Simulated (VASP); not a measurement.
Here is a VASP 6.6.1 calculation.

File INCAR:

```
  ALGO = Normal
  EDIFF = 1E-6
  ENCUT = 520
  GGA = PE
  ISIF = 2
  ISMEAR = 0
  LASPH = T
  LCHARG = F
  LREAL = F
  LWAVE = F
  NBANDS = 33
  NELM = 100
  PREC = Accurate
  SIGMA = 0.1
```

Contents of KPOINTS:

```
k-points
0
Gamma
  3 3 4
```

The input POSCAR:

```
La3Si2Br
1.0
    6.6162388200      0.0000000000      0.0000000000
   -3.3081194100      5.7298308900      0.0000000000
    0.0000000000      0.0000000000      4.3154162200
La Si Br
3 2 1
Direct
    0.5000000000      0.5000000000      0.5000000000
    0.5000000000      0.0000000000      0.5000000000
    0.0000000000      0.5000000000      0.5000000000
    0.6666666700      0.3333333300      0.0000000000
    0.3333333300      0.6666666700      0.0000000000
    0.0000000000      0.0000000000      0.0000000000
```

Potentials or basis: VASP PAW PBE potentials, release 64 (La, Si, Br).

Run with:

```console
$ cat potpaw_PBE.64/La/POTCAR potpaw_PBE.64/Si/POTCAR potpaw_PBE.64/Br/POTCAR > POTCAR
$ mpirun -np 1 vasp_std > vasp.out
```

(1) What does it give for the band gap on the k mesh?

(2) Predict the pressure.

Answers

(1) zero (bands 24 and 25 overlap by 0.26 eV).

(2) 10.3 GPa.

Caveat: the k points lie up to 0.37 Å⁻¹ apart; spin-orbit coupling is left out, which moves the levels of the heavy elements.
